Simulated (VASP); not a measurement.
The system is ScAlH6.

```
CELL_PARAMETERS angstrom
2.94682 1.70077 1.90123
-2.91106 1.65387 1.88780
-0.02274 -3.36959 1.90788
ATOMIC_POSITIONS crystal
Sc 0.98143 0.00033 0.00202
Al 0.52488 0.49197 0.49500
H 0.56594 0.22688 0.14613
H 0.24892 0.09166 0.56226
H 0.87198 0.45357 0.75814
H 0.75619 0.85585 0.43496
H 0.45853 0.77933 0.87659
H 0.11989 0.55810 0.25036
```

```yaml
Program: VASP 6.6.1
Task: relaxation of cell and atoms
Functional: PBEsol
Potentials_or_basis: VASP PAW PBE potentials, release 64 (Sc_sv, Al, H)
Cutoff: 600 eV
k_mesh: 6 × 6 × 6
Occupations: fermi-dirac, width 0.05 eV
Spin: no spin polarisation
```

At the start: pressure 1.5 GPa; volume 7.02 Å³/atom.

Task: How do energy, volume and symmetry change on relaxing?

Result: Over 14 steps the energy falls by 28.1 meV/atom and the volume is 7.01 Å³/atom (-0.1 %); space group P1 (No. 1, to 0.1 Å) before and after.

The path:
| step | energy change (eV) | largest force (eV/Å) | pressure (GPa) | volume (Å³) |
| --- | --- | --- | --- | --- |
| 1 | 0.0000 | 1.7968 | 1.51 | 56.14 |
| 2 | -0.1681 | 0.4623 | -0.88 | 56.67 |
| 3 | -0.1711 | 0.5529 | -1.12 | 56.76 |
| 4 | -0.1950 | 0.2419 | -0.48 | 56.40 |
| 5 | -0.1991 | 0.2869 | -0.02 | 56.18 |
| 6 | -0.2109 | 0.1822 | 0.26 | 56.02 |
| 7 | -0.2200 | 0.1067 | 0.91 | 55.71 |
| 8 | -0.2236 | 0.0441 | -0.06 | 56.14 |
| 9 | -0.2236 | 0.0431 | -0.05 | 56.14 |
| 10 | -0.2241 | 0.0263 | -0.06 | 56.14 |
| 11 | -0.2241 | 0.0417 | -0.06 | 56.14 |
| 12 | -0.2243 | 0.0208 | 0.02 | 56.10 |
| 13 | -0.2243 | 0.0302 | 0.04 | 56.09 |
| 14 | -0.2244 | 0.0069 | 0.04 | 56.10 |

Final structure:
```yaml
crystal:
  lattice:
    - [2.93816, 1.69476, 1.89303]
    - [-2.92651, 1.68399, 1.88516]
    - [-0.00370, -3.37621, 1.88661]
  atoms:
    - { symbol: Sc, position: [0.98793, 0.00278, 0.01073] }
    - { symbol: Al, position: [0.50613, 0.49161, 0.50341] }
    - { symbol: H, position: [0.55835, 0.22754, 0.12357] }
    - { symbol: H, position: [0.23258, 0.11308, 0.54926] }
    - { symbol: H, position: [0.88452, 0.44283, 0.77185] }
    - { symbol: H, position: [0.77029, 0.87250, 0.44981] }
    - { symbol: H, position: [0.46083, 0.76475, 0.88260] }
    - { symbol: H, position: [0.12714, 0.54261, 0.23422] }
```

Caveat: the PAW data sets were made with another functional, which shifts forces and pressure a little.
